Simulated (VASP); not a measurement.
# Ge5B2Ir6 in VASP: a series of runs, part 2 of 2

VASP 6.6.1. Earlier steps stand in the parts before.

## Step 4: Single point, PBE

File INCAR:

```
ALGO = Normal
EDIFF = 1E-6
ENCUT = 520
GGA = PE
ISIF = 2
ISMEAR = 0
LASPH = T
LCHARG = T
LELF = T
LREAL = F
LVHAR = T
LWAVE = F
NBANDS = 77
NELM = 100
PREC = Accurate
SIGMA = 0.1
```

File KPOINTS:

```
k-points
0
Gamma
  3 3 3
```

File POSCAR:

```
Ge5B2Ir6
1.0
    5.3967410000      0.5457530000      0.4067580000
   -1.7525520000      5.9815880000      0.4007220000
    0.4898390000     -0.1649050000      5.5053790000
B Ge Ir
2 5 6
Direct
    0.9027361857      0.4360211707      0.4029046064
    0.7271892589      0.6405940111      0.5681463235
    0.1595567964      0.1436814429      0.1734804600
    0.0076888307      0.1531844910      0.6084880098
    0.2599385438      0.9571314021      0.7951787349
    0.0136561582      0.7371250340      0.1671941261
    0.2535002263      0.6852075600      0.5083401181
    0.5717414284      0.5722943262      0.2030895008
    0.2949515209      0.5120859332      0.8759209874
    0.8253608061      0.2900108540      0.0252544211
    0.5970796956      0.2923348046      0.6254534101
    0.6883093924      0.9043918949      0.8661933936
    0.6870768226      0.9680502865      0.3574313338
```

Potentials or basis: VASP PAW PBE potentials, release 64 (B, Ge_d, Ir).

Run with:

```console
$ cat potpaw_PBE.64/B/POTCAR potpaw_PBE.64/Ge_d/POTCAR potpaw_PBE.64/Ir/POTCAR > POTCAR
$ mpirun -np 1 vasp_std > vasp.out
```

OUTCAR:

```text
EDIFF = 1E-6
   ENCUT = 520
   GGA = PE
   ISIF = 2
   ISMEAR = 0
   LASPH = T
   LREAL = F
   NELM = 100
   PREC = Accurate

 ion  position               nearest neighbor table
   1  0.903  0.436  0.403-   2 1.89  11 1.97   6 2.21   4 2.29  10 2.36   7 2.39   8 2.52
   2  0.727  0.641  0.568-   1 1.89  11 2.17   8 2.33  12 2.35  13 2.40   6 2.50   9 2.66
   3  0.160  0.144  0.173-   4 2.42  10 2.42   5 2.44   6 2.52  13 2.64   9 2.73
   4  0.008  0.153  0.608-   1 2.29   5 2.34  12 2.38   3 2.42  11 2.53  13 2.53  10 2.58   9 3.04

   5  0.260  0.957  0.795-   7 2.34   4 2.34   3 2.44  12 2.50   6 2.51  11 2.58   9 2.86  12 3.03
                            13 3.07
   6  0.014  0.737  0.167-   1 2.21   8 2.42   2 2.50   7 2.51   5 2.51   3 2.52  13 2.59   9 2.63
                            12 2.92  10 2.96
   7  0.254  0.685  0.508-   5 2.34   9 2.35   1 2.39   8 2.42   6 2.51  13 2.69
   8  0.572  0.572  0.203-   2 2.33   6 2.42   7 2.42   1 2.52   9 2.52  10 2.54  13 2.63  12 2.69
                            11 2.94
   9  0.295  0.512  0.876-   7 2.35   8 2.52  11 2.57   6 2.63   2 2.66  10 2.68   3 2.73   5 2.86
                            12 2.95   4 3.04
  10  0.825  0.290  0.025-   1 2.36   3 2.42   8 2.54   4 2.58  12 2.60  13 2.63   9 2.68  11 2.70
                             6 2.96  11 3.35
  11  0.597  0.292  0.625-   1 1.97   2 2.17   4 2.53   9 2.57   5 2.58  13 2.59  10 2.70  12 2.91
                             8 2.94  10 3.35
  12  0.688  0.904  0.866-   2 2.35   4 2.38   5 2.50  10 2.60   8 2.69  13 2.75  13 2.84  11 2.91
                             6 2.92   9 2.95   5 3.03
  13  0.687  0.968  0.357-   2 2.40   4 2.53   6 2.59  11 2.59   8 2.63  10 2.63   3 2.64   7 2.69
                            12 2.75  12 2.84   5 3.07

  LATTYP: Found a triclinic cell.
 ALAT       =     7.1118674153
 B/A-ratio  =     0.7775154974
 C/A-ratio  =     0.8782379126
 COS(alpha) =     0.0104601189
 COS(beta)  =     0.1438958456
 COS(gamma) =     0.6556385843

  Lattice vectors:

 A1 = (  -4.9069020000,  -0.7106580000,   5.0986210000)
[... 171 lines left out ...]
 non-spin polarized calculation
 Gauss-broadening in eV      SIGMA  =   0.10
  energy-cutoff  :      520.00
  volume of cell :      182.37
 maximum number of plane-waves:      4927
   NGX = 21   NGY = 23   NGZ = 21

 number of electron     130.0000010 magnetization

 Free energy of the ion-electron system (eV)
  ---------------------------------------------------
  ext. energy  EPLUGINS =         0.00000000
  ---------------------------------------------------
  free energy    TOTEN  =       -81.94491382 eV

  energy without entropy =      -81.91651329  energy(sigma->0) =      -81.93071355

 E-fermi :   8.8497     XC(G=0): -12.7985

 val. band max:        8.8444074551   @ k =   0.3333   0.0000  -0.0000
 cond. band min:       8.8587310207   @ k =   0.3333  -0.3333   0.3333
 fundamental gap:      0.0143235656
 Fermi energy:         8.8497000442

 k-point     1 :       0.0000    0.0000    0.0000
  band No.  band energies     occupation
      1     -16.3630      2.00000
      2     -16.3029      2.00000
      3     -16.2576      2.00000
      4     -16.2295      2.00000
      5     -16.2122      2.00000
      6     -16.1853      2.00000
[... 1109 lines left out ...]
     76      12.5986      0.00000
     77      12.9861      0.00000

------------------------ aborting loop because EDIFF is reached ----------------------------------------

  FORCE on cell =-STRESS in cart. coord.  units (eV):
  Direction    XX          YY          ZZ          XY          YZ          ZX
  --------------------------------------------------------------------------------------
  -------------------------------------------------------------------------------------
  Total       25.5221834     21.5552415     23.1756274     -1.2448648     -2.0994477     -2.9390944
  in kB      224.2144890    189.3645771    203.5998009    -10.9362402    -18.4438216    -25.8201869
  external PRESSURE =     205.7262890 kB  Pullay stress =       0.0000000 kB

 VOLUME and BASIS-vectors are now :
 -----------------------------------------------------------------------------
  energy-cutoff  :      520.00
  volume of cell :      182.37
      direct lattice vectors                 reciprocal lattice vectors
     5.396741000  0.545753000  0.406758000     0.180929587  0.053980892 -0.014481228
    -1.752552000  5.981588000  0.400722000    -0.016842536  0.161819863  0.006345619
     0.489839000 -0.164905000  5.505379000    -0.012141831 -0.015766751  0.182248584

 POSITION                                       TOTAL-FORCE (eV/Angst)
 -----------------------------------------------------------------------------------
      4.30504      3.03433      2.76006        -0.497210      0.690882     -1.178262
      3.08008      4.13494      3.68035        -1.218796      0.283406      0.540725
      0.69425      0.91791      1.07755         1.523961      2.009178      0.650749
      0.07109      0.82014      3.41447         0.105800      2.155824     -0.064801
      0.11491      5.73590      4.86704         1.909972     -0.352380      0.214616
     -1.13625      4.38906      1.22140         0.300805     -0.616291     -0.765076
      0.41622      4.15315      3.17630        -0.314204     -0.954609     -1.793472
      2.18205      3.70177      1.57998         0.905886     -0.890946      1.131139
      1.12338      3.07961      5.14745        -0.605152      0.252337      0.719610
      3.95837      2.18100      0.59097        -0.057734      0.893108      0.655269
      3.01632      1.97134      3.80337        -0.936661      0.271348      0.776798
      2.55393      5.64251      5.41111        -0.745875     -2.407114     -0.556318
      2.18650      6.10651      2.63519        -0.370793     -1.334744     -0.330977
 -----------------------------------------------------------------------------------
    total drift:                                0.000122      0.001509      0.001075

  FREE ENERGIE OF THE ION-ELECTRON SYSTEM (eV)
  ---------------------------------------------------
  free  energy   TOTEN  =       -81.9449138154 eV

  energy  without entropy=      -81.9165132872  energy(sigma->0) =      -81.93071355
```

Run time: 5.3 min. Hardware: 1 thread of Intel Xeon 8259CL, shared host; peak memory 0.37 GiB.

Results:

| Property | Result |
| --- | --- |
| Free energy | -81.9449 eV |
| Pressure | 20.6 GPa |
| Largest force | 2.604 eV/Å |
| Band gap on the k mesh | zero (bands 65 and 66 overlap by 0.16 eV) |

Forces on the atoms (eV/Å):
```
B   -0.497  0.691 -1.178
B   -1.219  0.283  0.541
Ge   1.524  2.009  0.651
Ge   0.106  2.156 -0.065
Ge   1.910 -0.352  0.215
Ge   0.301 -0.616 -0.765
Ge  -0.314 -0.955 -1.793
Ir   0.906 -0.891  1.131
Ir  -0.605  0.252  0.720
Ir  -0.058  0.893  0.655
Ir  -0.937  0.271  0.777
Ir  -0.746 -2.407 -0.556
Ir  -0.371 -1.335 -0.331
```

Stress tensor (GPa, compression positive):
```
22.42 -1.09 -2.58
-1.09 18.94 -1.84
-2.58 -1.84 20.36
```

Caveat: the k points lie up to 0.40 Å⁻¹ apart; spin-orbit coupling is left out, which moves the levels of the heavy elements.

## Step 5: Summary

| cell | gap on the mesh (eV) | pressure (GPa) | largest force (eV/Å) |
| --- | --- | --- | --- |
| as given, atomic positions A | none | 18.8 | 3.27 |
| as given, atomic positions B | none | 19.1 | 2.96 |
| as given, atomic positions C | none | 20.6 | 2.60 |

Alike in all rows: task single point; level PBE; potentials or basis VASP PAW PBE potentials, release 64 (B, Ge_d, Ir); no spin polarisation; k mesh 3 × 3 × 3; cutoff (eV) 520; smearing gaussian 0.1 eV.

Caveats: all runs use coarse meshes; spin-orbit coupling is left out, which moves the levels of the heavy elements.

Total energies depend on the potentials used, so only differences within one code and one set of settings carry meaning.
